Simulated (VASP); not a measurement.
# MgO (Fm-3m) in VASP: a series of runs

The runs below take MgO through single point, relaxation of cell and atoms, with PBEsol.

Program: VASP 6.6.1. These are calculated values, not measurements. Logs are shortened: lines on timing, memory, paths and dates and some standing lists are left out, and cuts for length are marked.

**What was measured.**

“Electronic structure of alkaline earth and post-transition metal oxides”, 2009, arxiv:0908.1581 quotes, for a bulk crystal of MgO: band gap 7.83 eV.

The results are compared with them further down.

## 1. The cell of the first run

It takes space group Fm-3m (No. 225, cubic). Conventional cell: a = 4.270 Å, b = 4.270 Å, c = 4.270 Å, α = 90.00°, β = 90.00°, γ = 90.00°. Mg (site symmetry m-3m) has 6 O at 2.14 Å within 2.8 Å. O (site symmetry m-3m) has 6 Mg at 2.14 Å within 2.8 Å.

## 2. Single point, PBEsol

INCAR reads:

```
SYSTEM = MgO
ALGO = Normal
EDIFF = 1E-6
ENCUT = 520
GGA = PS
ISIF = 2
ISMEAR = 0
LASPH = .TRUE.
LCHARG = .TRUE.
LELF = .TRUE.
LREAL = .FALSE.
LVHAR = .TRUE.
LWAVE = .FALSE.
NBANDS = 11
NELM = 100
PREC = Accurate
SIGMA = 0.1
```

KPOINTS reads:

```
k-points
0
G
  8 8 8
  0 0 0
```

POSCAR reads:

```
MgO
1.0
    0.0000000000      2.1351500000      2.1351500000
    2.1351500000      0.0000000000      2.1351500000
    2.1351500000      2.1351500000      0.0000000000
Mg O
1 1
Direct
    0.0000000000      0.0000000000      0.0000000000
    0.5000000000      0.5000000000      0.5000000000
```

Potentials or basis: VASP PAW PBE potentials, release 64 (Mg, O).

On the command line:

```sh
cat potpaw_PBE.64/Mg/POTCAR potpaw_PBE.64/O/POTCAR > POTCAR
mpirun -np 1 vasp_std > vasp.out
```

OUTCAR:

```text
SYSTEM = MgO
   EDIFF = 1E-6
   ENCUT = 520
   GGA = PS
   ISIF = 2
   ISMEAR = 0
   LASPH = .TRUE.
   LREAL = .FALSE.
   NELM = 100
   PREC = Accurate

 ion  position               nearest neighbor table
   1  0.000  0.000  0.000-   2 2.14   2 2.14   2 2.14   2 2.14   2 2.14   2 2.14
   2  0.500  0.500  0.500-   1 2.14   1 2.14   1 2.14   1 2.14   1 2.14   1 2.14

  LATTYP: Found a face centered cubic cell.
 ALAT       =     4.2703000000

  Lattice vectors:

 A1 = (   0.0000000000,   2.1351500000,   2.1351500000)
 A2 = (   2.1351500000,   0.0000000000,   2.1351500000)
 A3 = (   2.1351500000,   2.1351500000,   0.0000000000)

Analysis of symmetry for initial positions (statically):
=====================================================================
 Subroutine PRICEL returns:
 Original cell was already a primitive cell.

 Routine SETGRP: Setting up the symmetry group for a
 face centered cubic supercell.

 Subroutine GETGRP returns: Found 48 space group operations
 (whereof 48 operations were pure point group operations)
 out of a pool of 48 trial point group operations.

The static configuration has the point symmetry O_h .

Analysis of symmetry for dynamics (positions and initial velocities):
=====================================================================
 Subroutine PRICEL returns:
 Original cell was already a primitive cell.

 Routine SETGRP: Setting up the symmetry group for a
 face centered cubic supercell.

 Subroutine GETGRP returns: Found 48 space group operations
 (whereof 48 operations were pure point group operations)
 out of a pool of 48 trial point group operations.

The dynamic configuration has the point symmetry O_h .

 Subroutine INISYM returns: Found 48 space group operations
 (whereof 48 operations are pure point group operations),
 and found     1 'primitive' translations

----------------------------------------------------------------------------------------

                                     Primitive cell

  volume of cell :      19.4677

  direct lattice vectors                    reciprocal lattice vectors
     0.000000000  2.135150000  2.135150000    -0.234175585  0.234175585  0.234175585
     2.135150000  0.000000000  2.135150000     0.234175585 -0.234175585  0.234175585
     2.135150000  2.135150000  0.000000000     0.234175585  0.234175585 -0.234175585

  length of vectors
     3.019558088  3.019558088  3.019558088     0.405604011  0.405604011  0.405604011

  position of ions in fractional coordinates (direct lattice)
     0.000000000  0.000000000  0.000000000
     0.500000000  0.500000000  0.500000000

  ion indices of the primitive-cell ions
   primitive index   ion index
                 1           1
                 2           2

----------------------------------------------------------------------------------------

 KPOINTS: k-points

Automatic generation of k-mesh.
 Grid dimensions read from file:
 generate k-points for:    8    8    8

 Generating k-lattice:

  Cartesian coordinates                     Fractional coordinates (reciprocal lattice)
    -0.029271948  0.029271948  0.029271948     0.125000000  0.000000000  0.000000000
     0.029271948 -0.029271948  0.029271948     0.000000000  0.125000000  0.000000000
     0.029271948  0.029271948 -0.029271948     0.000000000  0.000000000  0.125000000

  Length of vectors
     0.050700501  0.050700501  0.050700501

  Shift w.r.t. Gamma in fractional coordinates (k-lattice)
     0.000000000  0.000000000  0.000000000

 Subroutine IBZKPT returns following result:
 ===========================================

 Found     29 irreducible k-points:

 Following reciprocal coordinates:
            Coordinates               Weight
  0.000000  0.000000  0.000000      1.000000
  0.125000  0.000000  0.000000      8.000000
  0.250000  0.000000  0.000000      8.000000
  0.375000  0.000000  0.000000      8.000000
  0.500000  0.000000  0.000000      4.000000
  0.125000  0.125000  0.000000      6.000000
[... 16 lines left out ...]
  0.500000  0.250000  0.125000     48.000000
 -0.375000  0.250000  0.125000     24.000000
 [... further k-points ...]
   k-points           NKPTS =     29   k-points in BZ     NKDIM =     29   number of bands    NBANDS=     11
   number of dos      NEDOS =    301   number of ions     NIONS =      2
   total plane-waves  NPLWV =  13824
   dimension x,y,z NGX =    24 NGY =   24 NGZ =   24
   dimension x,y,z NGXF=    48 NGYF=   48 NGZF=   48
   ions per type =               1   1
   NGX,Y,Z   is equivalent  to a cutoff of  13.21, 13.21, 13.21 a.u.
   NGXF,Y,Z  is equivalent  to a cutoff of  26.43, 26.43, 26.43 a.u.
 SYSTEM =  MgO
   PREC   = accura    normal or accurate (medium, high low for compatibility)
   ISTART =      0    job   : 0-new  1-cont  2-samecut
   ICHARG =      2    charge: 1-file 2-atom 10-const
   ISPIN  =      1    spin polarized calculation?
   LNONCOLLINEAR =      F non collinear calculations
   LSORBIT =      F    spin-orbit coupling
   LASPH  =      T    aspherical Exc in radial PAW
   ENCUT  =  520.0 eV  38.22 Ry    6.18 a.u.   5.61  5.61  5.61*2*pi/ulx,y,z
   NELM   =    100;   NELMIN=  2; NELMDL= -5     # of ELM steps
   EDIFF  = 0.1E-05   stopping-criterion for ELM
   LREAL  =      F    real-space projection
   EDIFFG = 0.1E-04   stopping-criterion for IOM
   NSW    =      0    number of steps for IOM
   IBRION =     -1    ionic relax: 0-MD 1-quasi-New 2-CG
   NFREE  =      0    steps in history (QN), initial steepest desc. (CG)
   ISIF   =      2    stress and relaxation
   ISYM   =      2    0-nonsym 1-usesym 2-fastsym
   POTIM  = 0.5000    time-step for ionic-motion
   TEBEG  =    0.0;   TEEND  =   0.0 temperature during run
   PSTRESS=    0.0 pullay stress
   NELECT =       8.0000    total number of electrons
   NUPDOWN=      -1.0000    fix difference up-down
   EMIN   =  10.00;   EMAX   =-10.00  energy-range for DOS
   EFERMI =   0.00;   METHOD = LEGACY
   ISMEAR =     0;   SIGMA  =   0.10  broadening in eV -4-tet -1-fermi 0-gaus
   EFERMI_NEDOS =   21; number of points for ismear=-14 and -15
   IALGO  =     38    algorithm
   IMIX   =      4    mixing-type and parameters
     AMIX     =   0.40;   BMIX     =  1.00
     AMIX_MAG =   1.60;   BMIX_MAG =  1.00
  volume/ion in A,a.u.               =       9.73        65.69
  Fermi-wavevector in a.u.,A,eV,Ry     =   1.217119  2.300022 20.155386  1.481379
  Thomas-Fermi vector in A             =   2.352450
   LORBIT       =      0    0 simple, 1 ext, 2 COOP (PROOUT), +10 PAW based schemes
   GGA     = PS    functional components
   LHFCALC =     F    Hartree Fock is set to
   AEXX    =    0.0000 exact exchange contribution
   IVDW    =     0    specifies the selected vdW correction
   LEPSILON=     F    determine dielectric tensor
   LRPA    =     F    only Hartree local field effects (RPA)
 non-spin polarized calculation
 Gauss-broadening in eV      SIGMA  =   0.10
  energy-cutoff  :      520.00
  volume of cell :       19.47
 maximum number of plane-waves:       544
 NGX is ok and might be reduce to    24
   NGX = 11   NGY = 11   NGZ = 11

 number of electron       8.0000002 magnetization

 Free energy of the ion-electron system (eV)
  ---------------------------------------------------
  ext. energy  EPLUGINS =         0.00000000
  ---------------------------------------------------
  free energy    TOTEN  =       -12.49674928 eV

  energy without entropy =      -12.49674928  energy(sigma->0) =      -12.49674928

 E-fermi :   3.2714     XC(G=0): -11.1127

 val. band max:        2.7651087295   @ k =   0.0000   0.0000   0.0000
 cond. band min:       7.0121108533   @ k =   0.0000   0.0000   0.0000
 fundamental gap:      4.2470021238
 Fermi energy:         3.2713827281

 k-point     1 :       0.0000    0.0000    0.0000
  band No.  band energies     occupation
      1     -14.2322      2.00000
      2       2.7651      2.00000
      3       2.7651      2.00000
      4       2.7651      2.00000
      5       7.0121      0.00000
      6      18.1681      0.00000
      7      18.1681      0.00000
      8      18.1681      0.00000
      9      21.9039      0.00000
     10      23.7397      0.00000
     11      23.7397      0.00000

 k-point     2 :       0.1250    0.0000    0.0000
  band No.  band energies     occupation
      1     -14.0775      2.00000
      2       1.8088      2.00000
      3       2.6676      2.00000
      4       2.6676      2.00000
      5       7.9386      0.00000
      6      16.4892      0.00000
      7      18.5046      0.00000
      8      18.5046      0.00000
      9      22.7073      0.00000
     10      22.7073      0.00000
     11      23.9623      0.00000

 k-point     3 :       0.2500    0.0000    0.0000
  band No.  band energies     occupation
      1     -13.6761      2.00000
      2       0.1460      2.00000
      3       2.4429      2.00000
      4       2.4429      2.00000
      5       9.3878      0.00000
      6      14.9193      0.00000
      7      18.9296      0.00000
      8      18.9296      0.00000
      9      22.3145      0.00000
     10      22.3145      0.00000
     11      23.9621      0.00000

 k-point     4 :       0.3750    0.0000    0.0000
  band No.  band energies     occupation
      1     -13.2258      2.00000
      2      -1.2094      2.00000
      3       2.2313      2.00000
      4       2.2313      2.00000
      5      10.1378      0.00000
      6      14.6339      0.00000
      7      18.7052      0.00000
      8      18.7052      0.00000
      9      23.2123      0.00000
     10      23.5893      0.00000
     11      23.5893      0.00000
[... 239 lines left out ...]
 k-point    22 :       0.3750    0.2500    0.1250
  band No.  band energies     occupation
      1     -13.3885      2.00000
      2      -0.1962      2.00000
      3       1.6489      2.00000
      4       2.1772      2.00000
      5      10.7647      0.00000
      6      13.9041      0.00000
      7      17.2736      0.00000
      8      19.7029      0.00000
      9      20.3422      0.00000
     10      24.5826      0.00000
     11      27.7555      0.00000

 k-point    23 :       0.5000    0.2500    0.1250
  band No.  band energies     occupation
      1     -13.0336      2.00000
      2      -0.8552      2.00000
      3       1.0898      2.00000
      4       1.9340      2.00000
      5      11.7958      0.00000
      6      13.9902      0.00000
      7      16.1285      0.00000
      8      19.2865      0.00000
      9      21.8517      0.00000
     10      24.4948      0.00000
     11      27.9862      0.00000

 k-point    24 :      -0.3750    0.2500    0.1250
  band No.  band energies     occupation
      1     -12.8765      2.00000
      2      -1.1333      2.00000
      3       0.8878      2.00000
      4       1.8181      2.00000
      5      12.0096      0.00000
      6      14.4534      0.00000
      7      15.7169      0.00000
      8      19.0406      0.00000
      9      22.6632      0.00000
     10      24.1477      0.00000
     11      28.1373      0.00000

 [... further k-points ...]
[... 5 lines left out ...]
  --------------------------------------------------------------------------------------
  -------------------------------------------------------------------------------------
  Total       -0.7688318     -0.7688318     -0.7688318     -0.0000000      0.0000000      0.0000000
  in kB      -63.2742129    -63.2742129    -63.2742129     -0.0000000      0.0000000      0.0000000
  external PRESSURE =     -63.2742129 kB  Pullay stress =       0.0000000 kB

 VOLUME and BASIS-vectors are now :
 -----------------------------------------------------------------------------
  energy-cutoff  :      520.00
  volume of cell :       19.47
      direct lattice vectors                 reciprocal lattice vectors
     0.000000000  2.135150000  2.135150000    -0.234175585  0.234175585  0.234175585
     2.135150000  0.000000000  2.135150000     0.234175585 -0.234175585  0.234175585
     2.135150000  2.135150000  0.000000000     0.234175585  0.234175585 -0.234175585

 POSITION                                       TOTAL-FORCE (eV/Angst)
 -----------------------------------------------------------------------------------
      0.00000      0.00000      0.00000         0.000000      0.000000      0.000000
      2.13515      2.13515      2.13515         0.000000      0.000000      0.000000
 -----------------------------------------------------------------------------------
    total drift:                               -0.000000     -0.000000      0.000000

  FREE ENERGIE OF THE ION-ELECTRON SYSTEM (eV)
  ---------------------------------------------------
  free  energy   TOTEN  =       -12.4967492763 eV

  energy  without entropy=      -12.4967492763  energy(sigma->0) =      -12.49674928
```

Wall time 8.3 s (1 thread of Intel Xeon Platinum 8259CL at 2.50GHz (Skylake/Cascade Lake), shared host); peak memory 0.14 GiB.

Results:

```yaml
Free_energy: -12.4967 eV
Pressure: -6.3 GPa
Band_gap_on_the_k_mesh: 4.25 eV, direct
```

Levels at points of the mesh, in eV from the valence-band top:
| k point | band 1 | band 2 | band 3 | band 4 | band 5 | band 6 | band 7 | band 8 |
| --- | --- | --- | --- | --- | --- | --- | --- | --- |
| (0.00, 0.00, 0.00) | -17.00 | 0.00 | 0.00 | 0.00 | 4.25 | 15.40 | 15.40 | 15.40 |
| (0.50, 0.00, 0.00) | -15.79 | -4.50 | -0.62 | -0.62 | 7.49 | 12.04 | 15.76 | 15.76 |
| (0.50, 0.50, 0.00) | -15.54 | -3.98 | -1.31 | -1.31 | 8.87 | 9.44 | 12.54 | 18.23 |

Caveat: the PAW data sets were made with another functional, which shifts forces and pressure a little.

(Part 1 of 2 ends here.)
